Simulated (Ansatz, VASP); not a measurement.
**Two plane-wave programs on SnGe2**

INCAR

```
SYSTEM = SnGe2
PREC = Accurate
ENCUT = 520
EDIFF = 1E-6
ISMEAR = 0
SIGMA = 0.1
LREAL = .FALSE.
LASPH = .TRUE.
NELM = 80
ALGO = Normal
ISIF = 2
LWAVE = .FALSE.
LCHARG = .FALSE.
GGA = PE
NBANDS = 51
```

Contents of KPOINTS:

```
regular mesh
0
G
  6 6 2
  0 0 0
```

The input POSCAR:

```
SnGe2
1.0
    3.5529288900      0.0000000000      0.0000000000
   -1.7764644400      3.0769266700      0.0000000000
    0.0000000000      0.0000000000     12.8832569100
Sn Ge
2 4
Direct
    0.3333333300      0.6666666700      0.0000000000
    0.6666666700      0.3333333300      0.5000000000
    0.6666666700      0.3333333300      0.1741608400
    0.0000000000      0.0000000000      0.3258391600
    0.3333333300      0.6666666700      0.6741608400
    0.0000000000      0.0000000000      0.8258391600
```

Input for Ansatz:

```yaml
crystal:
  lattice:
    - [3.55292889, 0.0, 0.0]
    - [-1.77646444, 3.07692667, 0.0]
    - [0.0, 0.0, 12.88325691]
  atoms:
    - { symbol: Sn, position: [0.33333333, 0.66666667, 0.0] }
    - { symbol: Sn, position: [0.66666667, 0.33333333, 0.5] }
    - { symbol: Ge, position: [0.66666667, 0.33333333, 0.17416084] }
    - { symbol: Ge, position: [0.0, 0.0, 0.32583916] }
    - { symbol: Ge, position: [0.33333333, 0.66666667, 0.67416084] }
    - { symbol: Ge, position: [0.0, 0.0, 0.82583916] }
basis:
  ecutwfc: 420
kpoints:
  mp_grid: { grid: [6, 6, 2] }
hamiltonian:
  xc: pbe
scf:
  occupations: { method: gaussian, width: 0.1 }
  lower_state_search: "off"
output:
  forces: true
  stress: true
  eigenvalues: true
```

Alike in both runs: task single point; functional PBE; k mesh 6 × 6 × 2; occupations gaussian, width 0.1 eV; no spin polarisation.

|  | VASP | Ansatz |
| --- | --- | --- |
| version | VASP 6.6.1 | Ansatz 0.2.0 |
| potentials or method | VASP PAW PBE potentials, release 64 (Sn_d, Ge_d), cutoff 520 eV | scalar-relativistic, plane waves, PAW |
| valence electrons in the cell | 84 | 84 |

VASP gave:

| Quantity | Value |
| --- | --- |
| gap on the k mesh at the Fermi level (eV) | none |
| pressure (GPa) | -1.2 |
| traceless stress, the component that is largest in VASP (GPa) | -1.57 |
| rms of the force components (eV/Å) | 0.188 |

Q: What did Ansatz give for the same quantities?

A: gap on the k mesh at the Fermi level (eV): none; pressure (GPa): -1.2; traceless stress, the component that is largest in VASP (GPa): -1.58; rms of the force components (eV/Å): 0.189.

Atom by atom the forces differ by 0.001 eV/Å (rms over components). A gap of «none» marks a metal or a gap that the smearing closes. The functional is the same, so the differences come from potentials, cutoffs and numerics.
